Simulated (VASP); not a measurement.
# SiC (P6_3mc) in VASP: a series of runs

Aim: see how the results for SiC move with the level of theory and the settings. Levels: r2SCAN, HSE06. Tasks: single point.

Program: VASP 6.6.1. These are calculated values, not measurements. Logs are shortened: lines on timing, memory, paths and dates and some standing lists are left out, and cuts for length are marked.

## Step 1: The cell of the first run

Symmetry: P6_3mc, No. 186, hexagonal system. Conventional cell: a = 3.198 Å, b = 3.198 Å, c = 5.017 Å, α = 90.00°, β = 90.00°, γ = 120.00°. Within 2.5 Å of Si (site symmetry 3m) lie 4 C at 1.90 to 1.94 Å. Within 2.5 Å of C (site symmetry 3m) lie 4 Si at 1.90 to 1.94 Å.

## Step 2: Single point, r2SCAN (epitaxial xy strain +4.0%)

File POSCAR:

```
SiC
1.0
    3.1983704888      0.0000000000      0.0000000000
   -1.5991852444      2.7698700940      0.0000000000
    0.0000000000      0.0000000000      5.0174184257
Si C
2 2
Direct
    0.3333333333      0.6666666667     -0.0022074564
    0.6666666667      0.3333333333      0.4977925436
    0.3333333333      0.6666666667      0.3772074564
    0.6666666667      0.3333333333      0.8772074564
```

File INCAR.step1:

```
SYSTEM = SiC
PREC = Accurate
ENCUT = 520
ISMEAR = 0
SIGMA = 0.01
LREAL = .FALSE.
LASPH = .TRUE.
NELM = 60
NBANDS = 16
GGA = PE
ALGO = Normal
EDIFF = 1E-4
LWAVE = .TRUE.
LCHARG = .FALSE.
```

File INCAR.step2:

```
SYSTEM = SiC
PREC = Accurate
ENCUT = 520
EDIFF = 1E-7
ISMEAR = 0
SIGMA = 0.01
LREAL = .FALSE.
LASPH = .TRUE.
NELM = 60
ALGO = Normal
ISIF = 2
LWAVE = .FALSE.
LCHARG = .FALSE.
METAGGA = R2SCAN
LMIXTAU = .TRUE.
NBANDS = 16
ISTART = 1
```

File KPOINTS:

```
regular mesh
0
G
  12 12 6
  0 0 0
```

Potentials or basis: VASP PAW PBE potentials, release 64 (Si, C).

Launch:

```
> cat potpaw_PBE.64/Si/POTCAR potpaw_PBE.64/C/POTCAR > POTCAR
> cp INCAR.step1 INCAR
> mpirun -np 1 vasp_std > vasp.out
> cp INCAR.step2 INCAR
> mpirun -np 1 vasp_std > vasp.out
```

OUTCAR:

```text
SYSTEM = SiC
   PREC = Accurate
   ENCUT = 520
   EDIFF = 1E-7
   ISMEAR = 0
   LREAL = .FALSE.
   LASPH = .TRUE.
   NELM = 60
   ISIF = 2
   METAGGA = R2SCAN
   ISTART = 1

 ion  position               nearest neighbor table
   1  0.333  0.667  0.998-   3 1.90   4 1.94   4 1.94   4 1.94   2 3.12   2 3.12   2 3.12   2 3.12
                             2 3.12   2 3.12
   2  0.667  0.333  0.498-   4 1.90   3 1.94   3 1.94   3 1.94   1 3.12   1 3.12   1 3.12   1 3.12
                             1 3.12   1 3.12
   3  0.333  0.667  0.377-   1 1.90   2 1.94   2 1.94   2 1.94
   4  0.667  0.333  0.877-   2 1.90   1 1.94   1 1.94   1 1.94

  LATTYP: Found a hexagonal cell.
 ALAT       =     3.1983704888
 C/A-ratio  =     1.5687420964

  Lattice vectors:

 A1 = (   3.1983704888,   0.0000000000,   0.0000000000)
 A2 = (  -1.5991852444,   2.7698700940,   0.0000000000)
 A3 = (   0.0000000000,   0.0000000000,   5.0174184257)

Analysis of symmetry for initial positions (statically):
=====================================================================
 Subroutine PRICEL returns:
 Original cell was already a primitive cell.

 Routine SETGRP: Setting up the symmetry group for a
 hexagonal supercell.

 Subroutine GETGRP returns: Found 12 space group operations
 (whereof  6 operations were pure point group operations)
 out of a pool of 24 trial point group operations.

The static configuration has the point symmetry C_3v.
 The point group associated with its full space group is C_6v.

Analysis of symmetry for dynamics (positions and initial velocities):
=====================================================================
 Subroutine PRICEL returns:
 Original cell was already a primitive cell.

 Routine SETGRP: Setting up the symmetry group for a
 hexagonal supercell.

 Subroutine GETGRP returns: Found 12 space group operations
 (whereof  6 operations were pure point group operations)
 out of a pool of 24 trial point group operations.

The dynamic configuration has the point symmetry C_3v.
 The point group associated with its full space group is C_6v.

 Subroutine INISYM returns: Found 12 space group operations
 (whereof  6 operations are pure point group operations),
 and found     1 'primitive' translations

----------------------------------------------------------------------------------------

                                     Primitive cell

  volume of cell :      44.4497

  direct lattice vectors                    reciprocal lattice vectors
     3.198370489  0.000000000  0.000000000     0.312659213  0.180513881  0.000000000
    -1.599185244  2.769870094  0.000000000     0.000000000  0.361027762  0.000000000
     0.000000000  0.000000000  5.017418426     0.000000000  0.000000000  0.199305682

  length of vectors
     3.198370489  3.198370489  5.017418426     0.361027762  0.361027762  0.199305682

  position of ions in fractional coordinates (direct lattice)
     0.333333333  0.666666667  0.997792544
     0.666666667  0.333333333  0.497792544
     0.333333333  0.666666667  0.377207456
     0.666666667  0.333333333  0.877207456

  ion indices of the primitive-cell ions
   primitive index   ion index
                 1           1
                 2           2
                 3           3
                 4           4

----------------------------------------------------------------------------------------

 KPOINTS: regular mesh

Automatic generation of k-mesh.
 Grid dimensions read from file:
 generate k-points for:   12   12    6

 Generating k-lattice:

  Cartesian coordinates                     Fractional coordinates (reciprocal lattice)
     0.026054934  0.015042823  0.000000000     0.083333333  0.000000000  0.000000000
     0.000000000  0.030085647  0.000000000     0.000000000  0.083333333  0.000000000
     0.000000000  0.000000000  0.033217614     0.000000000  0.000000000  0.166666667

  Length of vectors
     0.030085647  0.030085647  0.033217614

  Shift w.r.t. Gamma in fractional coordinates (k-lattice)
     0.000000000  0.000000000  0.000000000

 Subroutine IBZKPT returns following result:
 ===========================================

 Found     76 irreducible k-points:

 Following reciprocal coordinates:
            Coordinates               Weight
  0.000000  0.000000  0.000000      1.000000
  0.083333  0.000000  0.000000      6.000000
  0.166667 -0.000000  0.000000      6.000000
  0.250000 -0.000000  0.000000      6.000000
  0.333333  0.000000  0.000000      6.000000
  0.416667 -0.000000  0.000000      6.000000
[... 16 lines left out ...]
  0.250000 -0.000000  0.166667     12.000000
  0.333333  0.000000  0.166667     12.000000
 [... further k-points ...]
   k-points           NKPTS =     76   k-points in BZ     NKDIM =     76   number of bands    NBANDS=     16
   number of dos      NEDOS =    301   number of ions     NIONS =      4
   total plane-waves  NPLWV =  23040
   dimension x,y,z NGX =    24 NGY =   24 NGZ =   40
   dimension x,y,z NGXF=    48 NGYF=   48 NGZF=   80
   ions per type =               2   2
   NGX,Y,Z   is equivalent  to a cutoff of  12.47, 12.47, 13.25 a.u.
   NGXF,Y,Z  is equivalent  to a cutoff of  24.95, 24.95, 26.51 a.u.
 SYSTEM =  SiC
   PREC   = accura    normal or accurate (medium, high low for compatibility)
   ISTART =      1    job   : 0-new  1-cont  2-samecut
   ICHARG =      0    charge: 1-file 2-atom 10-const
   ISPIN  =      1    spin polarized calculation?
   LNONCOLLINEAR =      F non collinear calculations
   LSORBIT =      F    spin-orbit coupling
   LASPH  =      T    aspherical Exc in radial PAW
   ENCUT  =  520.0 eV  38.22 Ry    6.18 a.u.   5.95  5.95  9.33*2*pi/ulx,y,z
   NELM   =     60;   NELMIN=  2; NELMDL=  0     # of ELM steps
   EDIFF  = 0.1E-06   stopping-criterion for ELM
   LREAL  =      F    real-space projection
   EDIFFG = 0.1E-05   stopping-criterion for IOM
   NSW    =      0    number of steps for IOM
   IBRION =     -1    ionic relax: 0-MD 1-quasi-New 2-CG
   NFREE  =      0    steps in history (QN), initial steepest desc. (CG)
   ISIF   =      2    stress and relaxation
   ISYM   =      2    0-nonsym 1-usesym 2-fastsym
   POTIM  = 0.5000    time-step for ionic-motion
   TEBEG  =    0.0;   TEEND  =   0.0 temperature during run
   PSTRESS=    0.0 pullay stress
   NELECT =      16.0000    total number of electrons
   NUPDOWN=      -1.0000    fix difference up-down
   EMIN   =  10.00;   EMAX   =-10.00  energy-range for DOS
   EFERMI =   0.00;   METHOD = LEGACY
   ISMEAR =     0;   SIGMA  =   0.01  broadening in eV -4-tet -1-fermi 0-gaus
   EFERMI_NEDOS =   21; number of points for ismear=-14 and -15
   IALGO  =     38    algorithm
   IMIX   =      4    mixing-type and parameters
     AMIX     =   0.40;   BMIX     =  1.00
     AMIX_MAG =   1.60;   BMIX_MAG =  1.00
  volume/ion in A,a.u.               =      11.11        74.99
  Fermi-wavevector in a.u.,A,eV,Ry     =   1.164551  2.200683 18.451949  1.356180
  Thomas-Fermi vector in A             =   2.301088
   LORBIT       =      0    0 simple, 1 ext, 2 COOP (PROOUT), +10 PAW based schemes
   METAGGA = R2SCAN    functional components
   LHFCALC =     F    Hartree Fock is set to
   AEXX    =    0.0000 exact exchange contribution
   IVDW    =     0    specifies the selected vdW correction
   LEPSILON=     F    determine dielectric tensor
   LRPA    =     F    only Hartree local field effects (RPA)
 non-spin polarized calculation
 Gauss-broadening in eV      SIGMA  =   0.01
  energy-cutoff  :      520.00
  volume of cell :       44.45
 maximum number of plane-waves:      1224
 NGX is ok and might be reduce to    24
   NGX = 11   NGY = 11   NGZ = 19

 number of electron      16.0000001 magnetization

 Free energy of the ion-electron system (eV)
  ---------------------------------------------------
  ext. energy  EPLUGINS =         0.00000000
  ---------------------------------------------------
  free energy    TOTEN  =       -38.39743000 eV

  energy without entropy =      -38.39743000  energy(sigma->0) =      -38.39743000

 E-fermi :   7.5190     XC(G=0): -11.6043

 val. band max:        7.4724186979   @ k =   0.0000   0.0000   0.0000
 cond. band min:      10.0684561880   @ k =   0.5000  -0.0000   0.0000
 fundamental gap:      2.5960374900
 Fermi energy:         7.5190017041

 k-point     1 :       0.0000    0.0000    0.0000
  band No.  band energies     occupation
      1      -8.4356      2.00000
      2      -4.7316      2.00000
      3      -1.1128      2.00000
      4       5.7007      2.00000
      5       5.7007      2.00000
      6       7.2757      2.00000
[... 8 lines left out ...]
     15      16.2918      0.00000
     16      18.7818      0.00000

 k-point     2 :       0.0833    0.0000    0.0000
  band No.  band energies     occupation
      1      -8.3219      2.00000
      2      -4.6398      2.00000
      3      -1.0124      2.00000
      4       5.0259      2.00000
      5       5.5022      2.00000
      6       6.7947      2.00000
[... 8 lines left out ...]
     15      16.6066      0.00000
     16      18.0124      0.00000

 k-point     3 :       0.1667   -0.0000    0.0000
  band No.  band energies     occupation
      1      -7.9846      2.00000
      2      -4.3764      2.00000
      3      -0.7238      2.00000
      4       3.5973      2.00000
      5       5.0474      2.00000
      6       5.6773      2.00000
[... 8 lines left out ...]
     15      17.1963      0.00000
     16      17.3252      0.00000
[... 362 lines left out ...]
 k-point    23 :       0.2500   -0.0000    0.1667
  band No.  band energies     occupation
      1      -7.2980      2.00000
      2      -4.4650      2.00000
      3       0.2168      2.00000
      4       2.3911      2.00000
      5       3.8852      2.00000
      6       4.6577      2.00000
[... 8 lines left out ...]
     15      18.1353      0.00000
     16      18.3820      0.00000

 k-point    24 :       0.3333    0.0000    0.1667
  band No.  band energies     occupation
      1      -6.5757      2.00000
      2      -3.9927      2.00000
      3      -0.1085      2.00000
      4       1.8940      2.00000
      5       2.5349      2.00000
      6       4.2478      2.00000
[... 8 lines left out ...]
     15      19.1236      0.00000
     16      19.4255      0.00000

 [... further k-points ...]

------------------------ aborting loop because EDIFF is reached ----------------------------------------

  FORCE on cell =-STRESS in cart. coord.  units (eV):
  Direction    XX          YY          ZZ          XY          YZ          ZX
  --------------------------------------------------------------------------------------
  -------------------------------------------------------------------------------------
  Total       -5.9378444     -5.9378444     -0.0081811      0.0000000      0.0000000      0.0000000
  in kB     -214.0281530   -214.0281530     -0.2948854      0.0000000      0.0000000      0.0000000
  external PRESSURE =    -142.7837305 kB  Pullay stress =       0.0000000 kB

 VOLUME and BASIS-vectors are now :
 -----------------------------------------------------------------------------
  energy-cutoff  :      520.00
  volume of cell :       44.45
      direct lattice vectors                 reciprocal lattice vectors
     3.198370489  0.000000000  0.000000000     0.312659213  0.180513881  0.000000000
    -1.599185244  2.769870094  0.000000000     0.000000000  0.361027762  0.000000000
     0.000000000  0.000000000  5.017418426     0.000000000  0.000000000  0.199305682

 POSITION                                       TOTAL-FORCE (eV/Angst)
 -----------------------------------------------------------------------------------
     -0.00000      1.84658      5.00634         0.000000     -0.000000      0.002394
      1.59919      0.92329      2.49763         0.000000      0.000000      0.002394
     -0.00000      1.84658      1.89261        -0.000000     -0.000000     -0.002394
      1.59919      0.92329      4.40132        -0.000000     -0.000000     -0.002394
 -----------------------------------------------------------------------------------
    total drift:                                0.000000      0.000000      0.000077

  FREE ENERGIE OF THE ION-ELECTRON SYSTEM (eV)
  ---------------------------------------------------
  free  energy   TOTEN  =       -38.3974300029 eV

  energy  without entropy=      -38.3974300029  energy(sigma->0) =      -38.39743000
```

It took 83 s on 1 thread of Intel Xeon 6975P-C (Granite Rapids), shared host; peak memory 0.19 GiB.

Results:

```yaml
Free_energy: -38.3974 eV
Pressure: -14.3 GPa
Band_gap_on_the_k_mesh: 2.60 eV (least direct gap 3.88 eV)
```

Forces on the atoms (eV/Å):
```
Si   0.000  0.000  0.002
Si   0.000  0.000  0.002
C    0.000  0.000 -0.002
C    0.000  0.000 -0.002
```

Levels at points of the mesh, in eV from the valence-band top:
```tsv
k point	band 6	band 7	band 8	band 9	band 10	band 11
(0.00, 0.00, 0.00)	-0.20	-0.20	0.00	3.88	6.05	6.26
(0.50, 0.00, 0.00)	-3.70	-3.27	-1.31	2.60	4.74	6.74
(0.00, 0.00, 0.50)	-1.06	-1.06	-1.06	5.17	5.17	7.04
(0.50, 0.00, 0.50)	-2.72	-2.25	-2.25	3.48	3.48	5.55
```

Caveat: the cell differs from its parent crystal (epitaxial xy strain +4.0%); the cell stands under tension; the PAW data sets were made with another functional, which shifts forces and pressure a little. A k mesh can miss the band edges.

(Part 1 of 2 ends here.)
